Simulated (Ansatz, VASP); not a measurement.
This is a calculation of Ti for Ansatz 0.2.0.

Contents of input.yaml:

```yaml
crystal:
  lattice:
    - [-1.6075008044, 1.6075008044, 1.6075008044]
    - [1.6075008044, -1.6075008044, 1.6075008044]
    - [1.6075008044, 1.6075008044, -1.6075008044]
  atoms:
    - { symbol: Ti, position: [0.0, 0.0, 0.0] }
hamiltonian:
  xc: lda
  pseudopotentials: { kind: paw }
kpoints:
  mp_grid: { grid: [11, 11, 11] }
scf:
  occupations: { method: fermi_dirac, width: 0.05 }
output:
  forces: true
  stress: true
  eigenvalues: true
```

Potentials or basis: Ansatz PAW.

Command:

```sh
$ ansatz run input.yaml --threads 2 --pin off --max-ram 5632MiB --backend cpu --events-out ev --progress --plain --runs-dir out
```

Question: Set up the same calculation for VASP 6.6.1. Potentials there: VASP PAW LDA potentials, release 64 (Ti_sv).

Answer: As run (the cutoff follows the program's own potentials):

File INCAR:

```
SYSTEM = Ti
ALGO = Fast ; EDIFF = 1E-7
ENCUT = 520 ; ISIF = 2
ISMEAR = -1 ; LASPH = .True.
LCHARG = .False. ; LREAL = .False.
LWAVE = .False. ; NBANDS = 12
NELM = 100 ; PREC = Accurate
SIGMA = 0.05
```

KPOINTS

```
k-points
0
Gamma
  11 11 11
  0 0 0
```

The input POSCAR:

```
Ti
1.0
   -1.6075008044      1.6075008044      1.6075008044
    1.6075008044     -1.6075008044      1.6075008044
    1.6075008044      1.6075008044     -1.6075008044
Ti
1
Direct
    0.0000000000      0.0000000000      0.0000000000
```

Potentials or basis: VASP PAW LDA potentials, release 64 (Ti_sv).

Command:

```bash
$ cat potpaw_LDA.64/Ti_sv/POTCAR > POTCAR
$ mpirun -np 1 vasp_std > vasp.out
```

Both were run:

|  | VASP | Ansatz | Ansatz less VASP |
| --- | --- | --- | --- |
| gap on the k mesh at the Fermi level (eV) | none | none | - |
| pressure (GPa) | -5.4 | -5.3 | +0.10 |

LDA's correlation is that of Perdew and Zunger in VASP and of Perdew and Wang (1992) in Ansatz. A gap of «none» marks a metal or a gap that the smearing closes.
